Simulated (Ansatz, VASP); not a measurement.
## Two plane-wave programs on ZnS

POSCAR

```
ZnS
1.0
    3.8110000000      0.0000000000      0.0000000000
   -1.9055000000      3.3004228138      0.0000000000
    0.0000000000      0.0000000000      6.2340000000
Zn S
2 2
Direct
    0.6666666667      0.3333333333      0.5000000000
    0.3333333333      0.6666666667      0.0000000000
    0.6666666667      0.3333333333      0.8850000000
    0.3333333333      0.6666666667      0.3850000000
```

Contents of INCAR.step1:

```
SYSTEM = ZnS
PREC = Accurate
ENCUT = 600
EDIFF = 1E-5
ISMEAR = -1
SIGMA = 0.05
LREAL = .False.
LASPH = .True.
NELM = 100
ALGO = Normal
LWAVE = .True.
LCHARG = .False.
GGA = PE
NBANDS = 26
KPAR = 4
```

The input INCAR.step2:

```
SYSTEM = ZnS
PREC = Accurate
ENCUT = 600
EDIFF = 1E-6
ISMEAR = -1
SIGMA = 0.05
LREAL = .False.
LASPH = .True.
NELM = 100
ALGO = Normal
ISIF = 3
LWAVE = .False.
LCHARG = .False.
METAGGA = R2SCAN
LHFCALC = .True.
AEXX = 0.5
LMIXTAU = .True.
PRECFOCK = Normal
IBRION = 2
NSW = 60
EDIFFG = -0.01
ISTART = 1
KPAR = 4
```

KPOINTS

```
regular mesh
0
Gamma
  4 4 3
  0 0 0
```

input.yaml

```yaml
crystal:
  lattice:
    - [3.811, 0.0, 0.0]
    - [-1.9055, 3.3004228138, 0.0]
    - [0.0, 0.0, 6.234]
  atoms:
    - { symbol: Zn, position: [0.6666666667, 0.3333333333, 0.5] }
    - { symbol: Zn, position: [0.3333333333, 0.6666666667, 0.0] }
    - { symbol: S, position: [0.6666666667, 0.3333333333, 0.885] }
    - { symbol: S, position: [0.3333333333, 0.6666666667, 0.385] }
hamiltonian:
  xc: r2scan50
  pseudopotentials: { kind: paw }
kpoints:
  mp_grid: { grid: [4, 4, 3] }
scf:
  occupations: { method: fermi_dirac, width: 0.05 }
output:
  forces: true
  stress: true
relax:
  f_tol: 0.01
  max_steps: 40
  cell: { stress_tol: 0.05 }
```

Alike in both runs: task relaxation of cell and atoms; functional r2SCAN50; k mesh 4 × 4 × 3; occupations fermi-dirac, width 0.05 eV; no spin polarisation.

|  | VASP | Ansatz |
| --- | --- | --- |
| version | VASP 6.6.1 | Ansatz 0.2.0 |
| potentials or method | VASP PAW PBE potentials, release 64 (Zn, S) | Ansatz PAW |
| plane-wave cutoff (eV) | 600 | 500 |
| valence electrons in the cell | 36 | 36 |

VASP gave:

* gap on the k mesh at the Fermi level, each at its own relaxed structure (eV): 6.25
* relaxed volume (Å³/atom): 19.61
* relaxed length of the cell vector where the two differ most in proportion (Å): 3.813

Task: Which values does Ansatz return?

Result: gap on the k mesh at the Fermi level, each at its own relaxed structure (eV): 6.20; relaxed volume (Å³/atom): 19.70; relaxed length of the cell vector where the two differ most in proportion (Å): 3.820.

VASP's potentials were made for PBE, not for r2SCAN50.

The k mesh is coarse, so the values compare programs but aren't converged. Noted on Ansatz's run: odd divisions of the mesh miss points on the zone boundary, where band edges often lie, so the gap on the mesh can be too wide; the plane-wave basis is chosen anew once the cell has moved, so the energies of steps on either side of that aren't comparable.
